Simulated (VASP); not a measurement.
Runs of VASP 6.6.1 on Au. The structure is that of space group Pm-3m (No. 221), or close to it. The cells are those of the table. 

| cell | gap on the mesh (eV) | pressure (GPa) |
| --- | --- | --- |
| a = 2.346 Å, 1 atom | none | 166.7 |
| a = 2.517 Å, 1 atom | none | (a) |
| a = 2.434 Å, 1 atom | none | 88.0 |
| a = 2.145 Å, 1 atom | none | (b) |
| a = 2.667 Å, 1 atom | none | 0.5 |

Alike in all rows: task single point; level LDA; potentials or basis VASP PAW LDA potentials, release 64 (Au); no spin polarisation; k mesh 14 × 14 × 14; cutoff (eV) 520; smearing fermi-dirac 0.05 eV.

Question: Fill in the values left out.

Answer: (a) 42.8; (b) 561.1.

Caveats: spin-orbit coupling is left out, which moves the levels of the heavy elements.

A k mesh can miss the band edges, and the runs leave out spin-orbit coupling on Au.

A gap of «none» marks levels without a gap at the run's occupations.
